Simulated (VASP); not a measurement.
A run of VASP 6.6.1:

Contents of POSCAR:

```
LuHg
1.0
    3.6629680000      0.0000000000      0.0000000000
    0.0000000000      3.6629680000      0.0000000000
    0.0000000000      0.0000000000      3.6629680000
Hg Lu
1 1
Direct
    0.0000000000      0.0000000000      0.0000000000
    0.5000000000      0.5000000000      0.5000000000
```

The input INCAR.step1:

```
PREC = Accurate
ENCUT = 600
ISMEAR = 1
SIGMA = 0.0165
LREAL = F
LASPH = T
NELM = 60
GGA = PE
ALGO = Normal
EDIFF = 1E-4
LWAVE = T
LCHARG = F
```

The input INCAR.step2:

```
PREC = Accurate
ENCUT = 600
EDIFF = 1E-6
ISMEAR = 1
SIGMA = 0.0165
LREAL = F
LASPH = T
NELM = 60
ALGO = Normal
ISIF = 3
LWAVE = F
LCHARG = F
METAGGA = R2SCAN
LMIXTAU = T
IBRION = 2
NSW = 100
EDIFFG = -0.03
ISTART = 1
```

KPOINTS

```
regular mesh
0
Gamma
  7 7 7
```

Potentials or basis: VASP PAW PBE potentials, release 64 (Hg, Lu).

The run is started by

```console
$ cat potpaw_PBE.64/Hg/POTCAR potpaw_PBE.64/Lu/POTCAR > POTCAR
$ cp INCAR.step1 INCAR
$ mpirun -np 1 vasp_std > vasp.out
$ cp INCAR.step2 INCAR
$ mpirun -np 1 vasp_std > vasp.out
```

Hardware: 1 thread of Intel Xeon 8259CL (shared host).

Estimate the wall time of this run.

Run time: 8 min on 1 thread of Intel Xeon 8259CL, on a shared host, peak memory 0.21 GiB. Counts: k points 20, ion steps 3.
